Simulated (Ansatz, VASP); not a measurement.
HgTe, level by level in two programs

```xyz
2
Lattice="0.0000 3.2568 3.2568 3.2568 0.0000 3.2568 3.2568 3.2568 0.0000" Properties=species:S:1:pos:R:3 pbc="T T T"
Hg    0.0000    0.0000    0.0000
Te    4.8852    4.8852    4.8852
```

Single points on this cell with VASP 6.6.1 and Ansatz 0.2.0. Each row is one pair of runs. Alike in all rows: spin: off; smearing: fermi-dirac, width 0.05 eV.

| level | k mesh | VASP's potentials, cutoff | Ansatz's potentials, cutoff | gap on the k mesh at the Fermi level (eV), VASP | gap on the k mesh at the Fermi level (eV), Ansatz | pressure (GPa), VASP | pressure (GPa), Ansatz |
| --- | --- | --- | --- | --- | --- | --- | --- |
| r2SCAN+D4 | 7 × 7 × 7 | VASP PAW PBE potentials, release 64 (Hg, Te), 520 eV | Ansatz PAW, 500 eV | none | none | 0.7 | 0.6 |
| LDA | 7 × 7 × 7 | VASP PAW LDA potentials, release 64 (Hg, Te), 520 eV | Ansatz PAW, 420 eV | none | none | -1.3 | -1.5 |
| RPBE+D4 | 7 × 7 × 7 | VASP PAW PBE potentials, release 64 (Hg, Te), 520 eV | Ansatz PAW, 420 eV | none | none | 0.6 | 0.5 |
| PBE exchange alone | 7 × 7 × 7 | VASP PAW PBE potentials, release 64 (Hg, Te), 520 eV | Ansatz PAW, 420 eV | none | none | 10.1 | 10.0 |
| PBE+D3(BJ) | 7 × 7 × 7 | VASP PAW PBE potentials, release 64 (Hg, Te), 520 eV | Ansatz PAW, 420 eV | none | none | 0.7 | 0.6 |
| r2SCAN | 6 × 6 × 6 | VASP PAW PBE potentials, release 64 (Hg, Te), 520 eV | Ansatz PAW, 500 eV | none | none | 1.3 | 1.2 |
| PBEsol+D3(BJ) | 7 × 7 × 7 | VASP PAW PBE potentials, release 64 (Hg, Te), 520 eV | Ansatz PAW, 420 eV | none | none | -1.6 | -1.7 |
| BLYP | 7 × 7 × 7 | VASP PAW PBE potentials, release 64 (Hg, Te), 520 eV | Ansatz PAW, 420 eV | none | none | 5.9 | 5.6 |

Pressure (GPa): the two programs differ by at most 0.29.

VASP's potentials hold 18 valence electrons a cell and Ansatz's 36, so a difference there can come from the potentials and not from the codes.

A gap of «none» marks a metal or a gap that the smearing closes.

Neither program's run includes spin-orbit coupling.
